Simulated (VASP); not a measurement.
# Se (Pm-3m) in VASP: further runs

Se is run at these levels: LDA; tasks: single point.

Everything below comes from runs of VASP 6.6.1. Logs are shortened: lines on timing, memory, paths and dates and some standing lists are left out, and cuts for length are marked.

## Step 1: The cell of the first run

The structure is cubic, space group Pm-3m (No. 221). The conventional cell has a = 2.726 Å, b = 2.726 Å, c = 2.726 Å, α = 90.00°, β = 90.00°, γ = 90.00°. Within 3.6 Å of Se (site symmetry m-3m) lie 6 Se at 2.73 Å.

This isn't the form of Se at room conditions, which is trigonal, of chains.

## Step 2: Single point, LDA (strain -0.030 along x and y, -0.030 along z)

The input, INCAR:

```
  ALGO = Normal
  EDIFF = 1E-6
  ENCUT = 520
  ISIF = 2
  ISMEAR = 0
  LASPH = True
  LCHARG = False
  LREAL = False
  LWAVE = False
  NBANDS = 9
  NELM = 60
  PREC = Accurate
  SIGMA = 0.15
```

The input, KPOINTS:

```
k-points
0
Gamma
  16 16 16
```

The input, POSCAR:

```
Se
1.0
    2.7262461294      0.0000000000      0.0000000000
    0.0000000000      2.7262461294      0.0000000000
    0.0000000000      0.0000000000      2.7262461294
Se
1
Direct
    0.0000000000      0.0000000000      0.0000000000
```

Potentials or basis: VASP PAW LDA potentials, release 64 (Se).

On the command line:

```sh
> cat potpaw_LDA.64/Se/POTCAR > POTCAR
> mpirun -np 1 vasp_std > vasp.out
```

OUTCAR:

```text
EDIFF = 1E-6
   ENCUT = 520
   ISIF = 2
   ISMEAR = 0
   LASPH = True
   LREAL = False
   NELM = 60
   PREC = Accurate

 ion  position               nearest neighbor table
   1  0.000  0.000  0.000-

  LATTYP: Found a simple cubic cell.
 ALAT       =     2.7262461294

  Lattice vectors:

 A1 = (   2.7262461294,   0.0000000000,   0.0000000000)
 A2 = (   0.0000000000,   2.7262461294,   0.0000000000)
 A3 = (   0.0000000000,   0.0000000000,   2.7262461294)

Analysis of symmetry for initial positions (statically):
=====================================================================
 Subroutine PRICEL returns:
 Original cell was already a primitive cell.

 Routine SETGRP: Setting up the symmetry group for a
 simple cubic supercell.

 Subroutine GETGRP returns: Found 48 space group operations
 (whereof 48 operations were pure point group operations)
 out of a pool of 48 trial point group operations.

The static configuration has the point symmetry O_h .

Analysis of symmetry for dynamics (positions and initial velocities):
=====================================================================
 Subroutine PRICEL returns:
 Original cell was already a primitive cell.

 Routine SETGRP: Setting up the symmetry group for a
 simple cubic supercell.

 Subroutine GETGRP returns: Found 48 space group operations
 (whereof 48 operations were pure point group operations)
 out of a pool of 48 trial point group operations.

The dynamic configuration has the point symmetry O_h .

 Subroutine INISYM returns: Found 48 space group operations
 (whereof 48 operations are pure point group operations),
 and found     1 'primitive' translations

----------------------------------------------------------------------------------------

                                     Primitive cell

  volume of cell :      20.2626

  direct lattice vectors                    reciprocal lattice vectors
     2.726246129  0.000000000  0.000000000     0.366804739  0.000000000  0.000000000
     0.000000000  2.726246129  0.000000000     0.000000000  0.366804739  0.000000000
     0.000000000  0.000000000  2.726246129     0.000000000  0.000000000  0.366804739

  length of vectors
     2.726246129  2.726246129  2.726246129     0.366804739  0.366804739  0.366804739

  position of ions in fractional coordinates (direct lattice)
     0.000000000  0.000000000  0.000000000

  ion indices of the primitive-cell ions
   primitive index   ion index
                 1           1

----------------------------------------------------------------------------------------

 KPOINTS: k-points

Automatic generation of k-mesh.
 Grid dimensions read from file:
 generate k-points for:   16   16   16

 Generating k-lattice:

  Cartesian coordinates                     Fractional coordinates (reciprocal lattice)
     0.022925296  0.000000000  0.000000000     0.062500000  0.000000000  0.000000000
     0.000000000  0.022925296  0.000000000     0.000000000  0.062500000  0.000000000
     0.000000000  0.000000000  0.022925296     0.000000000  0.000000000  0.062500000

  Length of vectors
     0.022925296  0.022925296  0.022925296

  Shift w.r.t. Gamma in fractional coordinates (k-lattice)
     0.000000000  0.000000000  0.000000000

 Subroutine IBZKPT returns following result:
 ===========================================

 Found    165 irreducible k-points:

 Following reciprocal coordinates:
            Coordinates               Weight
  0.000000  0.000000  0.000000      1.000000
  0.062500  0.000000  0.000000      6.000000
  0.125000  0.000000  0.000000      6.000000
  0.187500  0.000000  0.000000      6.000000
  0.250000  0.000000  0.000000      6.000000
  0.312500  0.000000  0.000000      6.000000
[... 16 lines left out ...]
  0.437500  0.125000  0.000000     24.000000
  0.500000  0.125000  0.000000     12.000000
 [... further k-points ...]
   k-points           NKPTS =    165   k-points in BZ     NKDIM =    165   number of bands    NBANDS=      9
   number of dos      NEDOS =    301   number of ions     NIONS =      1
   total plane-waves  NPLWV =   8000
   dimension x,y,z NGX =    20 NGY =   20 NGZ =   20
   dimension x,y,z NGXF=    40 NGYF=   40 NGZF=   40
   ions per type =               1
   NGX,Y,Z   is equivalent  to a cutoff of  12.20, 12.20, 12.20 a.u.
   NGXF,Y,Z  is equivalent  to a cutoff of  24.39, 24.39, 24.39 a.u.
 SYSTEM =  unknown system
   PREC   = accura    normal or accurate (medium, high low for compatibility)
   ISTART =      0    job   : 0-new  1-cont  2-samecut
   ICHARG =      2    charge: 1-file 2-atom 10-const
   ISPIN  =      1    spin polarized calculation?
   LNONCOLLINEAR =      F non collinear calculations
   LSORBIT =      F    spin-orbit coupling
   LASPH  =      T    aspherical Exc in radial PAW
   ENCUT  =  520.0 eV  38.22 Ry    6.18 a.u.   5.07  5.07  5.07*2*pi/ulx,y,z
   NELM   =     60;   NELMIN=  2; NELMDL= -5     # of ELM steps
   EDIFF  = 0.1E-05   stopping-criterion for ELM
   LREAL  =      F    real-space projection
   EDIFFG = 0.1E-04   stopping-criterion for IOM
   NSW    =      0    number of steps for IOM
   IBRION =     -1    ionic relax: 0-MD 1-quasi-New 2-CG
   NFREE  =      0    steps in history (QN), initial steepest desc. (CG)
   ISIF   =      2    stress and relaxation
   ISYM   =      2    0-nonsym 1-usesym 2-fastsym
   POTIM  = 0.5000    time-step for ionic-motion
   TEBEG  =    0.0;   TEEND  =   0.0 temperature during run
   PSTRESS=    0.0 pullay stress
   NELECT =       6.0000    total number of electrons
   NUPDOWN=      -1.0000    fix difference up-down
   EMIN   =  10.00;   EMAX   =-10.00  energy-range for DOS
   EFERMI =   0.00;   METHOD = LEGACY
   ISMEAR =     0;   SIGMA  =   0.15  broadening in eV -4-tet -1-fermi 0-gaus
   EFERMI_NEDOS =   21; number of points for ismear=-14 and -15
   IALGO  =     38    algorithm
   IMIX   =      4    mixing-type and parameters
     AMIX     =   0.40;   BMIX     =  1.00
     AMIX_MAG =   1.60;   BMIX_MAG =  1.00
  volume/ion in A,a.u.               =      20.26       136.74
  Fermi-wavevector in a.u.,A,eV,Ry     =   1.091173  2.062018 16.199886  1.190658
  Thomas-Fermi vector in A             =   2.227413
   LORBIT       =      0    0 simple, 1 ext, 2 COOP (PROOUT), +10 PAW based schemes
   GGA     = CA    functional components
   LHFCALC =     F    Hartree Fock is set to
   AEXX    =    0.0000 exact exchange contribution
   IVDW    =     0    specifies the selected vdW correction
   LEPSILON=     F    determine dielectric tensor
   LRPA    =     F    only Hartree local field effects (RPA)
 non-spin polarized calculation
 Gauss-broadening in eV      SIGMA  =   0.15
  energy-cutoff  :      520.00
  volume of cell :       20.26
 maximum number of plane-waves:       556
   NGX = 11   NGY = 11   NGZ = 11

 number of electron       6.0000003 magnetization

 Free energy of the ion-electron system (eV)
  ---------------------------------------------------
  ext. energy  EPLUGINS =         0.00000000
  ---------------------------------------------------
  free energy    TOTEN  =        -4.06772545 eV

  energy without entropy =       -4.06295919  energy(sigma->0) =       -4.06534232

 E-fermi :   6.0596     XC(G=0): -10.6327

 val. band max:        6.0471708367   @ k =   0.3750   0.1875   0.1875
 cond. band min:       6.0688903484   @ k =   0.5000   0.4375   0.2500
 fundamental gap:      0.0217195118
 Fermi energy:         6.0595540440

 k-point     1 :       0.0000    0.0000    0.0000
  band No.  band energies     occupation
      1     -10.9273      2.00000
      2       7.6829      0.00000
      3       7.6829      0.00000
      4       7.6829      0.00000
      5      13.7482      0.00000
      6      13.7482      0.00000
      7      14.4058      0.00000
      8      29.4683      0.00000
      9      29.4683      0.00000

 k-point     2 :       0.0625    0.0000    0.0000
  band No.  band energies     occupation
      1     -10.8637      2.00000
      2       6.9445      0.00000
      3       7.7342      0.00000
      4       7.7342      0.00000
      5      13.8097      0.00000
      6      14.1511      0.00000
      7      14.9357      0.00000
      8      28.2244      0.00000
      9      28.2244      0.00000

 k-point     3 :       0.1250    0.0000    0.0000
  band No.  band energies     occupation
      1     -10.6753      2.00000
      2       5.3887      2.00000
      3       7.8844      0.00000
      4       7.8844      0.00000
      5      13.9921      0.00000
      6      14.4598      0.00000
      7      16.7492      0.00000
      8      26.4231      0.00000
      9      26.4231      0.00000

 k-point     4 :       0.1875    0.0000    0.0000
  band No.  band energies     occupation
      1     -10.3696      2.00000
      2       3.6675      2.00000
      3       8.1217      0.00000
      4       8.1217      0.00000
      5      14.2880      0.00000
      6      14.8321      0.00000
      7      18.9543      0.00000
      8      24.6966      0.00000
      9      24.6966      0.00000

 k-point     5 :       0.2500    0.0000    0.0000
  band No.  band energies     occupation
      1      -9.9628      2.00000
      2       2.0136      2.00000
      3       8.4247      0.00000
      4       8.4247      0.00000
      5      14.6824      0.00000
      6      15.3351      0.00000
      7      20.9194      0.00000
      8      23.1455      0.00000
      9      23.1455      0.00000

 k-point     6 :       0.3125    0.0000    0.0000
  band No.  band energies     occupation
      1      -9.4858      2.00000
      2       0.5320      2.00000
      3       8.7583      0.00000
      4       8.7583      0.00000
      5      15.1457      0.00000
      6      15.9745      0.00000
      7      21.5885      0.00000
      8      21.8291      0.00000
      9      21.8291      0.00000
[... 169 lines left out ...]
 k-point    21 :       0.3125    0.1250    0.0000
  band No.  band energies     occupation
      1      -9.2343      2.00000
      2       0.7695      2.00000
      3       6.6156      0.00000
      4       8.9527      0.00000
      5      15.7218      0.00000
      6      17.0694      0.00000
      7      19.4661      0.00000
      8      22.0580      0.00000
      9      22.9833      0.00000

 k-point    22 :       0.3750    0.1250    0.0000
  band No.  band energies     occupation
      1      -8.7463      2.00000
      2      -0.4479      2.00000
      3       6.9937      0.00000
      4       9.2635      0.00000
      5      16.0396      0.00000
      6      16.7501      0.00000
      7      19.5578      0.00000
      8      21.0475      0.00000
      9      22.3000      0.00000

 k-point    23 :       0.4375    0.1250    0.0000
  band No.  band energies     occupation
      1      -8.3526      2.00000
      2      -1.2840      2.00000
      3       7.2799      0.00000
      4       9.4906      0.00000
      5      15.7543      0.00000
      6      17.0070      0.00000
      7      19.9102      0.00000
      8      20.3980      0.00000
      9      21.4007      0.00000

 k-point    24 :       0.5000    0.1250    0.0000
  band No.  band energies     occupation
      1      -8.1955      2.00000
      2      -1.5893      2.00000
      3       7.3886      0.00000
      4       9.5747      0.00000
      5      15.5774      0.00000
      6      17.1955      0.00000
      7      20.1727      0.00000
      8      20.2018      0.00000
      9      20.8950      0.00000

 [... further k-points ...]

------------------------ aborting loop because EDIFF is reached ----------------------------------------

  FORCE on cell =-STRESS in cart. coord.  units (eV):
  Direction    XX          YY          ZZ          XY          YZ          ZX
  --------------------------------------------------------------------------------------
  -------------------------------------------------------------------------------------
  Total        0.5827212      0.5827212      0.5827212      0.0000000     -0.0000000      0.0000000
  in kB       46.0761572     46.0761572     46.0761572      0.0000000     -0.0000000      0.0000000
  external PRESSURE =      46.0761572 kB  Pullay stress =       0.0000000 kB

 VOLUME and BASIS-vectors are now :
 -----------------------------------------------------------------------------
  energy-cutoff  :      520.00
  volume of cell :       20.26
      direct lattice vectors                 reciprocal lattice vectors
     2.726246129  0.000000000  0.000000000     0.366804739  0.000000000  0.000000000
     0.000000000  2.726246129  0.000000000     0.000000000  0.366804739  0.000000000
     0.000000000  0.000000000  2.726246129     0.000000000  0.000000000  0.366804739

 POSITION                                       TOTAL-FORCE (eV/Angst)
 -----------------------------------------------------------------------------------
      0.00000      0.00000      0.00000         0.000000      0.000000      0.000000
 -----------------------------------------------------------------------------------
    total drift:                               -0.000000      0.000000     -0.000000

  FREE ENERGIE OF THE ION-ELECTRON SYSTEM (eV)
  ---------------------------------------------------
  free  energy   TOTEN  =        -4.0677254527 eV

  energy  without entropy=       -4.0629591853  energy(sigma->0) =       -4.06534232
```

It took 7.9 s on 1 thread of AMD EPYC 9R45 (Zen 5), shared host; peak memory 0.11 GiB.

Results:

* Free energy: -4.0677 eV
* Pressure: 4.6 GPa
* Band gap on the k mesh: zero (bands 3 and 4 overlap by 6.99 eV)

Levels at points of the mesh, in eV from the Fermi level:
```
           k point  band 1  band 2  band 3  band 4  band 5  band 6  band 7
(0.00, 0.00, 0.00)  -16.99    1.62    1.62    1.62    7.69    7.69    8.35
(0.50, 0.00, 0.00)  -14.51   -7.89    3.33    3.33   10.10   12.41   12.85
(0.50, 0.50, 0.00)  -12.01   -5.65   -5.65    2.25    4.88   14.26   16.33
(0.50, 0.50, 0.50)   -9.41   -3.67   -3.67   -3.67    5.48    5.48    5.48
```

Caveat: the cell differs from its parent crystal (strain -0.030 along x and y, -0.030 along z); the cell stands under pressure.

[end of part 1 of 2]
